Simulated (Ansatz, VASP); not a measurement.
**One calculation of In, two programs**

Contents of INCAR:

```
SYSTEM = In
PREC = Accurate ; ENCUT = 520
EDIFF = 1E-7 ; ISMEAR = 0
SIGMA = 0.15 ; LREAL = .FALSE.
LASPH = .TRUE. ; NELM = 80
ALGO = Fast ; ISIF = 2
LWAVE = .FALSE. ; LCHARG = .TRUE.
GGA = PE ; LELF = .TRUE.
LVHAR = .TRUE. ; NBANDS = 12
```

The input KPOINTS:

```
Automatic mesh
0
G
  20 20 20
  0 0 0
```

POSCAR

```
In
1.0
   -1.6261500000      1.6261500000      2.5481685000
    1.6261500000     -1.6261500000      2.5481685000
    1.6261500000      1.6261500000     -2.5481685000
In
1
Direct
    0.0000000000      0.0000000000      0.0000000000
```

Input for Ansatz:

```yaml
crystal:
  lattice:
    - [-1.62615, 1.62615, 2.5481685]
    - [1.62615, -1.62615, 2.5481685]
    - [1.62615, 1.62615, -2.5481685]
  atoms:
    - { symbol: In, position: [0.0, 0.0, 0.0] }
basis:
  ecutwfc: 420
kpoints:
  mp_grid: { grid: [20, 20, 20] }
hamiltonian:
  xc: pbe
scf:
  occupations: { method: gaussian, width: 0.15 }
output:
  forces: true
  stress: true
  eigenvalues: true
  write_density: true
  write_potential: true
  elf: true
  volumetric_format: npy
```

Change from the starting cell: strain +0.000 along x and y, +0.030 along z, atoms carried along.

Alike in both runs: task single point; functional PBE; k mesh 20 × 20 × 20; occupations gaussian, width 0.15 eV; no spin polarisation.

|  | VASP | Ansatz |
| --- | --- | --- |
| version | VASP 6.6.1 | Ansatz 0.2.0 |
| potentials or method | VASP PAW PBE potentials, release 64 (In_d), cutoff 520 eV | scalar-relativistic, plane waves, PAW |
| valence electrons in the cell | 13 | 13 |

```tsv
	VASP	Ansatz	Ansatz less VASP
gap on the k mesh at the Fermi level (eV)	none	none	-
pressure (GPa)	0.7	0.8	+0.05
traceless stress, the component that is largest in VASP (GPa)	-0.15	-0.15	+0.003
```

A gap of «none» marks a metal or a gap that the smearing closes.
